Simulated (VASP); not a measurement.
Re:

```
CELL_PARAMETERS angstrom
2.52777 0.00000 0.00000
0.00000 2.52777 0.00000
0.00000 0.00000 2.52777
ATOMIC_POSITIONS crystal
Re 0.00000 0.00000 0.00000
```

This isn't the form of Re at room conditions, which is hcp.

* Program: VASP 6.6.1
* Task: relaxation of cell and atoms
* Functional: PBE
* Potentials or basis: VASP PAW PBE potentials, release 64 (Re_sv_GW)
* Cutoff: 500 eV
* k mesh: 15 × 15 × 15
* Occupations: fermi-dirac, width 0.08 eV
* Spin: no spin polarisation

At the start: pressure 15.2 GPa; volume 16.15 Å³/atom.

**Question.** How do energy, volume and symmetry change on relaxing?

**Answer.** Over 17 steps the energy falls by 38.2 meV/atom and the volume is 17.00 Å³/atom (+5.2 %); space group Pm-3m (No. 221, to 0.1 Å) before and after.

The path:
```tsv
step	energy change (eV)	largest force (eV/Å)	pressure (GPa)	volume (Å³)
1	0.0000	0.0000	15.17	16.15
2	0.2842	0.0000	-29.50	20.00
3	-0.0380	0.0000	-0.94	17.06
4	-0.0382	0.0000	-0.07	17.00
5	-0.0381	0.0000	0.20	16.98
6	-0.0381	0.0000	0.20	16.98
7	-0.0381	0.0000	0.17	16.99
8	-0.0381	0.0000	0.16	16.99
9	-0.0381	0.0000	0.16	16.99
10	-0.0381	0.0000	0.16	16.99
11	-0.0381	0.0000	0.16	16.99
12	-0.0381	0.0000	0.15	16.99
13	-0.0382	0.0000	0.14	16.99
14	-0.0382	0.0000	0.11	16.99
15	-0.0382	0.0000	0.06	16.99
16	-0.0382	0.0000	-0.05	17.00
17	-0.0382	0.0000	0.00	17.00
```

Final structure:
```cif
data_structure
_symmetry_space_group_name_H-M 'P 1'
_symmetry_Int_Tables_number 1
_cell_length_a 2.5711
_cell_length_b 2.5711
_cell_length_c 2.5711
_cell_angle_alpha 90.000
_cell_angle_beta 90.000
_cell_angle_gamma 90.000
_cell_volume 17.00
loop_
_atom_site_label
_atom_site_type_symbol
_atom_site_fract_x
_atom_site_fract_y
_atom_site_fract_z
_atom_site_occupancy
Re1 Re 0.00000 0.00000 0.00000 1
```
